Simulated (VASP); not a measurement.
Input of a VASP 6.6.1 run:

POSCAR

```
BN
1.0
    2.5986335447      0.0000000000      0.0000000000
   -1.2993167724      2.2504826648      0.0000000000
    0.0000000000      0.0000000000      4.2268550000
B N
2 2
Direct
    0.6666666667      0.3333333333      0.9997240000
    0.3333333333      0.6666666667      0.4997240000
    0.6666666667      0.3333333333      0.6252760000
    0.3333333333      0.6666666667      0.1252760000
```

The input INCAR.step1:

```
SYSTEM = BN
ALGO = Normal
EDIFF = 1E-4
ENCUT = 520
GGA = PE
ISMEAR = 0
LASPH = .True.
LCHARG = .False.
LREAL = .False.
LWAVE = .True.
NBANDS = 16
NELM = 100
PREC = Accurate
SIGMA = 0.05
```

The input INCAR.step2:

```
SYSTEM = BN
ALGO = Normal
EDIFF = 1E-7
ENCUT = 520
ISIF = 2
ISMEAR = 0
ISTART = 1
LASPH = .True.
LCHARG = .True.
LELF = .True.
LMIXTAU = .True.
LREAL = .False.
LVHAR = .True.
LWAVE = .False.
METAGGA = R2SCAN
NBANDS = 16
NELM = 100
PREC = Accurate
SIGMA = 0.05
```

File KPOINTS:

```
k-points
0
Gamma
  12 12 6
  0 0 0
```

Potentials or basis: VASP PAW PBE potentials, release 64 (B, N).

Launch:

```console
$ cat potpaw_PBE.64/B/POTCAR potpaw_PBE.64/N/POTCAR > POTCAR
$ cp INCAR.step1 INCAR
$ mpirun -np 1 vasp_std > vasp.out
$ cp INCAR.step2 INCAR
$ mpirun -np 1 vasp_std > vasp.out
```

What does it give for the largest force?

0.019 eV/Å.

What does it give for the pressure?

-15.8 GPa.

What does it give for the band gap on the k mesh?

5.82 eV, indirect (least direct gap 8.60 eV).

Forces on the atoms (eV/Å):
```
B    0.000  0.000  0.019
B    0.000  0.000  0.019
N    0.000  0.000 -0.019
N    0.000  0.000 -0.019
```

Caveat: the cell differs from its parent crystal (strain +0.0175 x Voigt [1, 1, 0, 0, 0, 0]); the PAW data sets were made with another functional, which shifts forces and pressure a little. A k mesh can miss the band edges.
